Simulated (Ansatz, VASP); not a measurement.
**Se: VASP beside Ansatz**

INCAR

```
SYSTEM = Se
PREC = Accurate
ENCUT = 520
EDIFF = 1E-7
ISMEAR = -1
SIGMA = 0.1
LREAL = .False.
LASPH = .True.
NELM = 60
ALGO = Normal
ISIF = 2
LWAVE = .False.
LCHARG = .False.
GGA = PS
NBANDS = 20
```

KPOINTS

```
regular mesh
0
Gamma
  11 11 5
  0 0 0
```

File POSCAR:

```
Se
1.0
    3.8391849760      0.0000000000      0.0000000000
   -1.9195924880      3.3248317191      0.0000000000
    0.0000000000      0.0000000000      7.5292248701
Se
4
Direct
    1.0000000000      0.0000000000      0.0000000000
    1.0000000000      0.0000000000      0.5000000000
    0.3333333333      0.6666666667      0.2500000000
    0.6666666667      0.3333333333      0.7500000000
```

Input for Ansatz:

```yaml
crystal:
  lattice:
    - [3.839184976, 0.0, 0.0]
    - [-1.919592488, 3.3248317191, 0.0]
    - [0.0, 0.0, 7.5292248701]
  atoms:
    - { symbol: Se, position: [1.0, 0.0, 0.0] }
    - { symbol: Se, position: [1.0, 0.0, 0.5] }
    - { symbol: Se, position: [0.3333333333, 0.6666666667, 0.25] }
    - { symbol: Se, position: [0.6666666667, 0.3333333333, 0.75] }
hamiltonian:
  xc: pbesol
  pseudopotentials:
    kind: paw
    azcp:
      Se: "pseudopotentials/Se.paw.azcp"
basis:
  ecutwfc: 420
  fft_grid_basis: typed
kpoints:
  mp_grid: { grid: [11, 11, 5], shift: [0, 0, 0] }
magnetization:
  spin_polarized: false
scf:
  occupations: { method: fermi_dirac, width: 0.1 }
  lower_state_search: "off"
output:
  stress: true
  write_density: true
  write_potential: true
  elf: true
  volumetric_format: npy
```

Alike in both runs: task single point; functional PBEsol; k mesh 11 × 11 × 5; occupations fermi-dirac, width 0.1 eV; no spin polarisation.

```csv
,VASP,Ansatz
version,VASP 6.6.1,Ansatz 0.2.0
potentials or method,"VASP PAW PBE potentials, release 64 (Se), cutoff 520 eV","plane waves (420 eV) with PAW, scalar-relativistic"
valence electrons in the cell,24,64
```

```tsv
	VASP	Ansatz	Ansatz less VASP
pressure (GPa)	-6.8	-6.8	-0.05
traceless stress, the component that is largest in VASP (GPa)	-1.35	-1.37	-0.017
```

VASP's potentials were made for PBE, not for PBEsol, and Ansatz warns of the same on its side. With one functional, cell and mesh, what is left measures potentials, basis and numerics. VASP's potentials hold 24 valence electrons a cell and Ansatz's 64, so a difference there can come from the potentials and not from the codes.
